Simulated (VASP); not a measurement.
Wanted: the native input for a VASP 6.6.1 run.

| Quantity | Value |
| --- | --- |
| Task | single point |
| Functional | PBE |
| Potentials or basis | VASP PAW PBE potentials, release 64 (K_sv, Ta_pv, O) |
| Cutoff | 520 eV |
| k mesh | 6 × 6 × 6 |
| Occupations | gaussian, width 0.02 eV |
| Spin | no spin polarisation |
| Dipole correction | no |
| Further INCAR settings | ALGO = Normal; EDIFF = 1e-07; NBANDS = 69 |

The structure of K3TaO3 lies in POSCAR:

```
K3TaO3
1.0
    8.2189885266      0.0000000000      0.0000000000
   -4.1094942633      7.1178528574      0.0000000000
    0.0000000000      0.0000000000      5.8974990000
K Ta O
6 2 6
Direct
    0.6486479635      0.8243239818      0.7500000000
    0.1756760182      0.3513520365      0.7500000000
    0.1756760182      0.8243239818      0.7500000000
    0.8243239818      0.6486479635      0.2500000000
    0.8243239818      0.1756760182      0.2500000000
    0.3513520365      0.1756760182      0.2500000000
    0.6666666667      0.3333333333      0.7500000000
    0.3333333333      0.6666666667      0.2500000000
    0.4042589873      0.2021294936      0.7500000000
    0.7978705064      0.2021294936      0.7500000000
    0.7978705064      0.5957410127      0.7500000000
    0.2021294936      0.4042589873      0.2500000000
    0.5957410127      0.7978705064      0.2500000000
    0.2021294936      0.7978705064      0.2500000000
```

The input as run:

INCAR

```
ALGO = Normal ; EDIFF = 1E-7
ENCUT = 520 ; GGA = PE
ISIF = 2 ; ISMEAR = 0
LASPH = T ; LCHARG = F
LREAL = F ; LWAVE = F
NBANDS = 69 ; NELM = 80
PREC = Accurate ; SIGMA = 0.02
```

KPOINTS

```
k-points
0
Gamma
  6 6 6
```

Potentials or basis: VASP PAW PBE potentials, release 64 (K_sv, Ta_pv, O).

Run with:

```console
$ cat potpaw_PBE.64/K_sv/POTCAR potpaw_PBE.64/Ta_pv/POTCAR potpaw_PBE.64/O/POTCAR > POTCAR
$ mpirun -np 1 vasp_std > vasp.out
```

It gave:

- Pressure: 0.3 GPa
- Largest force: 0.173 eV/Å
- Band gap on the k mesh: 1.59 eV (least direct gap 1.60 eV)

Caveat: spin-orbit coupling is left out, which moves the levels of the heavy elements.

It took 27 min on 1 thread of Oxide Virtual Turin-like Processor, on a shared host, peak memory 0.76 GiB.
